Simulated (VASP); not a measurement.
Here is a VASP 6.6.1 calculation.

File INCAR:

```
  ALGO = Normal
  EDIFF = 1E-7
  ENCUT = 520
  GGA = PE
  ISIF = 2
  ISMEAR = 0
  LASPH = True
  LCHARG = True
  LELF = True
  LREAL = False
  LVHAR = True
  LWAVE = False
  NBANDS = 14
  NELM = 100
  PREC = Accurate
  SIGMA = 0.1
```

The input KPOINTS:

```
k-points
0
Gamma
  16 16 14
```

The input POSCAR:

```
Na
1.0
    1.7684067045     -6.1712913885     -0.3747933274
    1.7684067045      6.1712913885     -0.3747933274
   -1.0525921274      0.0000000000      3.6216661113
Na
2
Direct
    0.8747208441      0.1252791559      0.2500000000
    0.1252791559      0.8747208441      0.7500000000
```

Potentials or basis: VASP PAW PBE potentials, release 64 (Na_pv).

Launch:

```bash
$ cat potpaw_PBE.64/Na_pv/POTCAR > POTCAR
$ mpirun -np 1 vasp_std > vasp.out
```

(1) What does it give for the pressure?

(2) What does it give for the band gap on the k mesh?

Results:

(1) 0.0 GPa.

(2) zero (band 7 reaches 2.09 eV, above the bottom of band 8 at -1.93 eV).
